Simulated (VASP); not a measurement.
# KF in VASP: further runs

Runs on KF. Level: LDA. Tasks: single point.

All numbers are computed with VASP 6.6.1; they aren't measurements. Logs are shortened: lines on timing, memory, paths and dates and some standing lists are left out, and cuts for length are marked.

**1. The cell of the first run**

The structure is tetragonal, space group P4/mmm (No. 123). The conventional cell has a = 3.292 Å, b = 3.292 Å, c = 3.259 Å, α = 90.00°, β = 90.00°, γ = 90.00°. Within 3.7 Å of K (site symmetry 4/mmm) lie 8 F at 2.84 Å and 6 K at 3.26 to 3.29 Å. Within 3.7 Å of F (site symmetry 4/mmm) lie 8 K at 2.84 Å and 6 F at 3.26 to 3.29 Å.

**2. Single point, LDA (x and y stretched by +1 %, z held)**

Contents of INCAR:

```
PREC = Accurate
ENCUT = 520
EDIFF = 1E-6
ISMEAR = -1
SIGMA = 0.02
LREAL = F
LASPH = T
NELM = 100
ALGO = Normal
ISIF = 2
LWAVE = F
LCHARG = F
NBANDS = 15
```

Contents of KPOINTS:

```
Automatic mesh
0
Gamma
  9 9 9
```

Contents of POSCAR:

```
KF
1.0
    3.2915445500      0.0000000000      0.0000000000
    0.0000000000      3.2915445500      0.0000000000
    0.0000000000      0.0000000000      3.2589550000
K F
1 1
Direct
    0.0000000000      0.0000000000      0.0000000000
    0.5000000000      0.5000000000      0.5000000000
```

Potentials or basis: VASP PAW LDA potentials, release 64 (K_sv, F).

Run with:

```console
> cat potpaw_LDA.64/K_sv/POTCAR potpaw_LDA.64/F/POTCAR > POTCAR
> mpirun -np 1 vasp_std > vasp.out
```

OUTCAR:

```text
PREC = Accurate
   ENCUT = 520
   EDIFF = 1E-6
   ISMEAR = -1
   LREAL = F
   LASPH = T
   NELM = 100
   ISIF = 2

 ion  position               nearest neighbor table
   1  0.000  0.000  0.000-   2 2.84   2 2.84   2 2.84   2 2.84   2 2.84   2 2.84   2 2.84   2 2.84

   2  0.500  0.500  0.500-   1 2.84   1 2.84   1 2.84   1 2.84   1 2.84   1 2.84   1 2.84   1 2.84

  LATTYP: Found a simple tetragonal cell.
 ALAT       =     3.2915445500
 C/A-ratio  =     0.9900990099

  Lattice vectors:

 A1 = (   3.2915445500,   0.0000000000,   0.0000000000)
 A2 = (   0.0000000000,   3.2915445500,   0.0000000000)
 A3 = (   0.0000000000,   0.0000000000,   3.2589550000)

Analysis of symmetry for initial positions (statically):
=====================================================================
 Subroutine PRICEL returns:
 Original cell was already a primitive cell.

 Routine SETGRP: Setting up the symmetry group for a
 simple tetragonal supercell.

 Subroutine GETGRP returns: Found 16 space group operations
 (whereof 16 operations were pure point group operations)
 out of a pool of 16 trial point group operations.

The static configuration has the point symmetry D_4h.

Analysis of symmetry for dynamics (positions and initial velocities):
=====================================================================
 Subroutine PRICEL returns:
 Original cell was already a primitive cell.

 Routine SETGRP: Setting up the symmetry group for a
 simple tetragonal supercell.

 Subroutine GETGRP returns: Found 16 space group operations
 (whereof 16 operations were pure point group operations)
 out of a pool of 16 trial point group operations.

The dynamic configuration has the point symmetry D_4h.

 Subroutine INISYM returns: Found 16 space group operations
 (whereof 16 operations are pure point group operations),
 and found     1 'primitive' translations

----------------------------------------------------------------------------------------

                                     Primitive cell

  volume of cell :      35.3084

  direct lattice vectors                    reciprocal lattice vectors
     3.291544550  0.000000000  0.000000000     0.303808739  0.000000000  0.000000000
     0.000000000  3.291544550  0.000000000     0.000000000  0.303808739  0.000000000
     0.000000000  0.000000000  3.258955000     0.000000000  0.000000000  0.306846827

  length of vectors
[... 84 lines left out ...]
   EDIFFG = 0.1E-04   stopping-criterion for IOM
   NSW    =      0    number of steps for IOM
   IBRION =     -1    ionic relax: 0-MD 1-quasi-New 2-CG
   NFREE  =      0    steps in history (QN), initial steepest desc. (CG)
   ISIF   =      2    stress and relaxation
   ISYM   =      2    0-nonsym 1-usesym 2-fastsym
   POTIM  = 0.5000    time-step for ionic-motion
   TEBEG  =    0.0;   TEEND  =   0.0 temperature during run
   PSTRESS=    0.0 pullay stress
   NELECT =      16.0000    total number of electrons
   NUPDOWN=      -1.0000    fix difference up-down
   EMIN   =  10.00;   EMAX   =-10.00  energy-range for DOS
   EFERMI =   0.00;   METHOD = LEGACY
   ISMEAR =    -1;   SIGMA  =   0.02  broadening in eV -4-tet -1-fermi 0-gaus
   EFERMI_NEDOS =   21; number of points for ismear=-14 and -15
   IALGO  =     38    algorithm
   IMIX   =      4    mixing-type and parameters
     AMIX     =   0.40;   BMIX     =  1.00
     AMIX_MAG =   1.60;   BMIX_MAG =  1.00
  volume/ion in A,a.u.               =      17.65       119.14
  Fermi-wavevector in a.u.,A,eV,Ry     =   1.257445  2.376226 21.513084  1.581167
  Thomas-Fermi vector in A             =   2.391103
   LORBIT       =      0    0 simple, 1 ext, 2 COOP (PROOUT), +10 PAW based schemes
   GGA     = CA    functional components
   LHFCALC =     F    Hartree Fock is set to
   AEXX    =    0.0000 exact exchange contribution
   IVDW    =     0    specifies the selected vdW correction
   LEPSILON=     F    determine dielectric tensor
   LRPA    =     F    only Hartree local field effects (RPA)
 non-spin polarized calculation
  energy-cutoff  :      520.00
  volume of cell :       35.31
 maximum number of plane-waves:       964
   NGX = 13   NGY = 13   NGZ = 13

 number of electron      15.9999998 magnetization

 Free energy of the ion-electron system (eV)
  ---------------------------------------------------
  ext. energy  EPLUGINS =         0.00000000
  ---------------------------------------------------
  free energy    TOTEN  =        -8.84346644 eV

  energy without entropy =       -8.84346644  energy(sigma->0) =       -8.84346644

 E-fermi :  -1.9572     XC(G=0):  -9.6288

 val. band max:       -2.5096567466   @ k =   0.4444   0.4444   0.0000
 cond. band min:       3.2564621755   @ k =   0.0000   0.0000   0.0000
 fundamental gap:      5.7661189221
 Fermi energy:        -1.9571928065

 k-point     1 :       0.0000    0.0000    0.0000
  band No.  band energies     occupation
      1     -29.0775      2.00000
      2     -20.9709      2.00000
      3     -12.3554      2.00000
      4     -12.3554      2.00000
      5     -12.3308      2.00000
      6      -2.5871      2.00000
      7      -2.5871      2.00000
      8      -2.5529      2.00000
      9       3.2565      0.00000
     10       5.5184      0.00000
     11       5.5429      0.00000
     12      11.1556      0.00000
     13      11.2248      0.00000
     14      11.2248      0.00000
[... 401 lines left out ...]
      2     -20.9752      2.00000
      3     -13.0128      2.00000
      4     -12.3564      2.00000
      5     -12.3240      2.00000
      6      -3.6012      2.00000
      7      -2.7863      2.00000
      8      -2.6724      2.00000
      9       6.5543      0.00000
     10       6.8497      0.00000
     11       7.4447      0.00000
     12       9.2341      0.00000
     13      10.1981      0.00000
     14      10.7613      0.00000
     15      13.9224      0.00000

 [... further k-points ...]
[... 5 lines left out ...]
  --------------------------------------------------------------------------------------
  -------------------------------------------------------------------------------------
  Total       -1.3971014     -1.3971014     -1.2205843      0.0000000      0.0000000     -0.0000000
  in kB      -63.3958283    -63.3958283    -55.3860660      0.0000000      0.0000000     -0.0000000
  external PRESSURE =     -60.7259075 kB  Pullay stress =       0.0000000 kB

 VOLUME and BASIS-vectors are now :
 -----------------------------------------------------------------------------
  energy-cutoff  :      520.00
  volume of cell :       35.31
      direct lattice vectors                 reciprocal lattice vectors
     3.291544550  0.000000000  0.000000000     0.303808739  0.000000000  0.000000000
     0.000000000  3.291544550  0.000000000     0.000000000  0.303808739  0.000000000
     0.000000000  0.000000000  3.258955000     0.000000000  0.000000000  0.306846827

 POSITION                                       TOTAL-FORCE (eV/Angst)
 -----------------------------------------------------------------------------------
      0.00000      0.00000      0.00000         0.000000      0.000000      0.000000
      1.64577      1.64577      1.62948         0.000000      0.000000      0.000000
 -----------------------------------------------------------------------------------
    total drift:                                0.000000      0.000000     -0.000000

  FREE ENERGIE OF THE ION-ELECTRON SYSTEM (eV)
  ---------------------------------------------------
  free  energy   TOTEN  =        -8.8434664422 eV

  energy  without entropy=       -8.8434664422  energy(sigma->0) =       -8.84346644
```

It took 21 s on 1 thread of AMD EPYC 7R43 (Zen 3), shared host; peak memory 0.12 GiB.

What came out:

| Quantity | Value |
| --- | --- |
| Free energy | -8.8435 eV |
| Pressure | -6.1 GPa |
| Band gap on the k mesh | 5.77 eV, indirect (least direct gap 5.81 eV) |

Stress tensor (GPa, compression positive):
```
-6.34  0.00  0.00
 0.00 -6.34  0.00
 0.00  0.00 -5.54
```

Levels at points of the mesh, in eV from the valence-band top:
```tsv
k point	band 4	band 5	band 6	band 7	band 8	band 9	band 10	band 11	band 12	band 13
(0.00, 0.00, 0.00)	-9.85	-9.82	-0.08	-0.08	-0.04	5.77	8.03	8.05	13.67	13.73
```

Caveat: the cell differs from its parent crystal (x and y stretched by +1 %, z held). A k mesh can miss the band edges.

**3. Single point, LDA (atom 1 (K) moved by [0.046188, 0.046188, 0.046188] A)**

Contents of INCAR:

```
SYSTEM = KF
PREC = Accurate
ENCUT = 520
EDIFF = 1E-6
ISMEAR = -1
SIGMA = 0.02
LREAL = .FALSE.
LASPH = .TRUE.
NELM = 100
ALGO = Normal
ISIF = 2
LWAVE = .FALSE.
LCHARG = .FALSE.
GGA = CA
NBANDS = 15
```

Contents of KPOINTS:

```
regular mesh
0
G
  9 9 9
  0 0 0
```

Contents of POSCAR:

```
KF
1.0
    3.2589550000      0.0000000000      0.0000000000
    0.0000000000      3.2589550000      0.0000000000
    0.0000000000      0.0000000000      3.2589550000
K F
1 1
Direct
    0.0141726412      0.0141726412      0.0141726412
    0.5000000000      0.5000000000      0.5000000000
```

Potentials or basis: VASP PAW LDA potentials, release 64 (K_sv, F).

Run with:

```console
> cat potpaw_LDA.64/K_sv/POTCAR potpaw_LDA.64/F/POTCAR > POTCAR
> mpirun -np 1 vasp_std > vasp.out
```

Wall time 22 s (1 thread of AMD EPYC 7R43 (Zen 3), shared host); peak memory 0.12 GiB.

Results (log left out):

| Quantity | Value |
| --- | --- |
| Free energy | -8.8676 eV |
| Pressure | -5.6 GPa |
| Largest force | 0.030 eV/Å |
| Band gap on the k mesh | 5.92 eV, indirect (least direct gap 5.96 eV) |

Forces in eV/Å, atoms in the order of the input:
```
K   -0.017 -0.017 -0.017
F    0.017  0.017  0.017
```

Levels at points of the mesh, in eV from the valence-band top:
```
           k point  band 6  band 7  band 8  band 9  band 10  band 11
(0.00, 0.00, 0.00)   -0.04   -0.04   -0.04    5.92     8.10     8.10
```

Caveat: the cell differs from its parent crystal (atom 1 (K) moved by [0.046188, 0.046188, 0.046188] A). A k mesh can miss the band edges.

**4. Single point, LDA**

This run uses another cell than the first one, of 17.31 Å³/atom, 0.980 times its volume.

Contents of INCAR:

```
  PREC = Accurate
  ENCUT = 520
  EDIFF = 1E-6
  ISMEAR = -1
  SIGMA = 0.15
  LREAL = False
  LASPH = True
  NELM = 100
  ALGO = Normal
  ISIF = 2
  LWAVE = False
  LCHARG = True
  GGA = CA
  LELF = True
  LVHAR = True
  NBANDS = 15
```

Contents of KPOINTS:

```
Automatic mesh
0
Gamma
  9 9 9
  0.5 0.5 0.5
```

POSCAR is that of step 3.

Run with:

```console
> cat potpaw_LDA.64/K_sv/POTCAR potpaw_LDA.64/F/POTCAR > POTCAR
> mpirun -np 1 vasp_std > vasp.out
```

Run time: 24 s. Hardware: 1 thread of AMD EPYC 7R43 (Zen 3), shared host; peak memory 0.12 GiB.

Results (log left out):

| Property | Result |
| --- | --- |
| Free energy | -8.8675 eV |
| Pressure | -5.6 GPa |
| Largest force | 0.030 eV/Å |
| Band gap on the k mesh | 6.21 eV, indirect (least direct gap 6.24 eV) |

Forces on the atoms (eV/Å):
```
K   -0.017 -0.017 -0.017
F    0.017  0.017  0.017
```

Levels at points of the mesh, in eV from the valence-band top:
```tsv
k point	band 4	band 5	band 6	band 7	band 8	band 9	band 10	band 11	band 12	band 13
(0.50, 0.50, 0.50)	-10.32	-10.32	-1.04	-1.04	-1.03	10.31	10.31	10.31	14.85	14.85
```

**5. Overview**

```csv
cell,k mesh,smearing,gap on the mesh (eV),pressure (GPa),largest force (eV/Å)
"a = 3.292, b = 3.292, c = 3.259 Å, 2 atoms",9 × 9 × 9,fermi-dirac 0.02 eV,5.77,-6.1,-
"a = 3.259 Å, 2 atoms",9 × 9 × 9,fermi-dirac 0.02 eV,5.92,-5.6,0.03
"a = 3.259 Å, 2 atoms","9 × 9 × 9, shifted",fermi-dirac 0.15 eV,6.21,-5.6,0.03
```

Alike in all rows: task single point; level LDA; potentials or basis VASP PAW LDA potentials, release 64 (K_sv, F); no spin polarisation; cutoff (eV) 520.

Total energies depend on the potentials used, so only differences within one code and one set of settings carry meaning.
